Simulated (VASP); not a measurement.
A run of VASP 6.6.1 is set up as follows.

Contents of POSCAR:

```
P
1.0
    1.6356687323      0.9443537828      2.6672656978
   -1.6356687323      0.9443537828      2.6672656978
    0.0000000000     -1.8887075658      2.6672656977
P
2
Direct
    0.2476541522      0.2476541522      0.2476541522
    0.7523458478      0.7523458478      0.7523458478
```

File INCAR.step1:

```
PREC = Accurate
ENCUT = 520
ISMEAR = 0
SIGMA = 0.05
LREAL = False
LASPH = True
NELM = 100
NBANDS = 12
GGA = PE
ALGO = Normal
EDIFF = 1E-4
LWAVE = True
LCHARG = False
```

File INCAR.step2:

```
PREC = Accurate
ENCUT = 520
EDIFF = 1E-6
ISMEAR = 0
SIGMA = 0.05
LREAL = False
LASPH = True
NELM = 100
ALGO = Normal
ISIF = 2
LWAVE = False
LCHARG = False
METAGGA = R2SCAN
LMIXTAU = True
IVDW = 12
VDW_S6 = 1.0
VDW_S8 = 0.78981345
VDW_A1 = 0.49484001
VDW_A2 = 5.73083694
NBANDS = 12
ISTART = 1
```

The input KPOINTS:

```
regular mesh
0
Gamma
  16 16 16
```

Potentials or basis: VASP PAW PBE potentials, release 64 (P).

Command:

```sh
$ cat potpaw_PBE.64/P/POTCAR > POTCAR
$ cp INCAR.step1 INCAR
$ mpirun -np 1 vasp_std > vasp.out
$ cp INCAR.step2 INCAR
$ mpirun -np 1 vasp_std > vasp.out
```

Task: Estimate the largest force.

Result: 0.021 eV/Å.

Task: Predict the dispersion energy per atom.

Result: -0.268 eV.

Forces in eV/Å, atoms in the order of the input:
```
P    0.000  0.000 -0.021
P    0.000  0.000  0.021
```

Caveat: the PAW data sets were made with another functional, which shifts forces and pressure a little.
